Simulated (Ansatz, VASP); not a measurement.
**Two plane-wave programs on InAs**

```
CELL_PARAMETERS angstrom
0.00000 3.05356 3.05356
3.05356 0.00000 3.05356
3.05356 3.05356 0.00000
ATOMIC_POSITIONS crystal
In 0.25000 0.25000 0.25000
As 0.00000 0.00000 0.00000
```

Alike in both runs: task relaxation of cell and atoms; functional PBEsol; k mesh 12 × 12 × 12; occupations gaussian, width 0.1 eV; no spin polarisation.

|  | VASP | Ansatz |
| --- | --- | --- |
| version | VASP 6.6.1 | Ansatz 0.2.0 |
| potentials or method | VASP PAW PBE potentials, release 64 (In_d, As), cutoff 600 eV | scalar-relativistic, plane waves, PAW |
| valence electrons in the cell | 18 | 28 |

VASP gave:

```
gap on the k mesh at the Fermi level, each at its own relaxed structure (eV) : none
relaxed volume (Å³/atom)                                                     : 28.25
relaxed length of the cell vector where the two differ most in proportion (Å)              : 4.307
```

Q: Which values does Ansatz return?

A: gap on the k mesh at the Fermi level, each at its own relaxed structure (eV): none; relaxed volume (Å³/atom): 28.20; relaxed length of the cell vector where the two differ most in proportion (Å): 4.305.

VASP's potentials were made for PBE, not for PBEsol, and Ansatz warns of the same on its side. A gap of «none» marks a metal or a gap that the smearing closes. VASP's potentials hold 18 valence electrons a cell and Ansatz's 28, so a difference there can come from the potentials and not from the codes.
